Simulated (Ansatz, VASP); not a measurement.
## NiMoIrPdW in VASP and in Ansatz

Contents of INCAR:

```
PREC     = Accurate       # precision mode
ENCUT    = 520            # plane-wave cutoff, eV
EDIFF    = 1E-6           # SCF threshold, eV
ISMEAR   = -1             # smearing method
SIGMA    = 0.05           # smearing width, eV
LREAL    = F              # projectors in reciprocal space
LASPH    = T              # aspherical terms in the spheres
NELM     = 150            # most SCF steps
ALGO     = Normal         # electronic algorithm
ISIF     = 2              # what is computed and relaxed
LWAVE    = F              # write WAVECAR
LCHARG   = F              # write CHGCAR
ISPIN    = 2              # spin polarisation
MAGMOM   = 1 1 0 0.6 0    # initial moments
LORBIT   = 11             # projections on sites
LMAXMIX  = 4              # l up to which the mixer works
GGA      = PE             # functional
NBANDS   = 40             # bands
```

Contents of KPOINTS:

```
regular mesh
0
Gamma
  5 5 4
```

POSCAR

```
NiMoIrPdW
1.0
    4.1741623897      0.0000000000      0.0000000000
   -2.0870811949      3.6149331434      0.0000000000
    0.0000000000      0.0000000000      5.4521605156
Ni Mo Pd Ir W
1 1 1 1 1
Direct
    0.0000000000      0.0000000000      0.0222100000
    0.6666700000      0.3333300000      0.4599600000
    0.3333300000      0.6666700000      0.7460100000
    0.3333300000      0.6666700000      0.2564100000
    0.6666700000      0.3333300000      0.9998500000
```

input.yaml

```yaml
crystal:
  lattice:
    - [4.1741623897, 0.0, 0.0]
    - [-2.0870811949, 3.6149331434, 0.0]
    - [0.0, 0.0, 5.4521605156]
  atoms:
    - { symbol: Ni, position: [0.0, 0.0, 0.02221], spin: 1.0 }
    - { symbol: Mo, position: [0.66667, 0.33333, 0.45996], spin: 1.0 }
    - { symbol: Pd, position: [0.33333, 0.66667, 0.74601] }
    - { symbol: Ir, position: [0.33333, 0.66667, 0.25641], spin: 0.6 }
    - { symbol: W, position: [0.66667, 0.33333, 0.99985] }
kpoints:
  mp_grid: { grid: [5, 5, 4] }
scf:
  occupations: { method: fermi_dirac, width: 0.05 }
hamiltonian:
  xc: pbe
  pseudopotentials: { kind: all_electron, lapw: { basis_error: 0.003 } }
magnetization:
  spin_polarized: true
output:
  forces: true
  stress: true
  eigenvalues: true
```

Change from the starting cell: volume scaled by 1.02.

Alike in both runs: task single point; functional PBE; k mesh 5 × 5 × 4; occupations fermi-dirac, width 0.05 eV; collinear spin.

|  | VASP | Ansatz |
| --- | --- | --- |
| version | VASP 6.6.1 | Ansatz 0.2.0 |
| potentials or method | VASP PAW PBE potentials, release 64 (Ni, Mo_sv, Pd, Ir, W_sv), cutoff 520 eV | all-electron LAPW, scalar-relativistic |

Ansatz gave:

```
gap on the k mesh at the Fermi level (eV)                     : none
pressure (GPa)                                                : -4.2
traceless stress, the component that is largest in VASP (GPa) : 0.17
rms of the force components (eV/Å)                            : 0.115
net moment per atom (μB)                                      : 0.00
```

Estimate VASP's values.

gap on the k mesh at the Fermi level (eV): none; pressure (GPa): -4.1; traceless stress, the component that is largest in VASP (GPa): 0.13; rms of the force components (eV/Å): 0.106; net moment per atom (μB): 0.00.

Atom by atom the forces differ by 0.010 eV/Å (rms over components). A gap of «none» marks a metal or a gap that the smearing closes. Ansatz ran all-electron here, and VASP with PAW potentials.

Spin-orbit coupling is off throughout. Noted on Ansatz's run: the k mesh is thin for a metal, which can move the energy by tens of meV per atom.
